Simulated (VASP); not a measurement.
Crystal: MgSe.

```xyz
2
Lattice="0.0000 2.7545 2.7545 2.7545 0.0000 2.7545 2.7545 2.7545 0.0000" Properties=species:S:1:pos:R:3 pbc="T T T"
Mg    0.0000    0.0000    0.0000
Se    2.7545    2.7545    2.7545
```

| Item | Value |
| --- | --- |
| Program | VASP 6.6.1 |
| Task | relaxation of cell and atoms |
| Functional | PBEsol |
| Potentials or basis | VASP PAW PBE potentials, release 64 (Mg, Se) |
| Cutoff | 600 eV |
| k mesh | 8 × 8 × 8 |
| Occupations | fermi-dirac, width 0.02 eV |
| Spin | no spin polarisation |

At the start: pressure -2.0 GPa; volume 20.90 Å³/atom.

Question: Where does the relaxation end?

Answer: Over 3 steps the energy falls by 4.5 meV/atom and the volume is 20.21 Å³/atom (-3.3 %); space group Fm-3m (No. 225, to 0.1 Å) before and after.

Step by step:
| step | energy change (eV) | largest force (eV/Å) | pressure (GPa) | volume (Å³) |
| --- | --- | --- | --- | --- |
| 1 | 0.0000 | 0.0000 | -2.03 | 41.80 |
| 2 | -0.0087 | 0.0000 | 0.35 | 40.22 |
| 3 | -0.0089 | 0.0000 | 0.00 | 40.43 |

Final structure:
```cif
data_structure
_symmetry_space_group_name_H-M 'P 1'
_symmetry_Int_Tables_number 1
_cell_length_a 3.8524
_cell_length_b 3.8524
_cell_length_c 3.8524
_cell_angle_alpha 60.000
_cell_angle_beta 60.000
_cell_angle_gamma 60.000
_cell_volume 40.43
loop_
_atom_site_label
_atom_site_type_symbol
_atom_site_fract_x
_atom_site_fract_y
_atom_site_fract_z
_atom_site_occupancy
Mg1 Mg 0.00000 0.00000 0.00000 1
Se1 Se 0.50000 0.50000 0.50000 1
```

Caveat: the PAW data sets were made with another functional, which shifts forces and pressure a little.
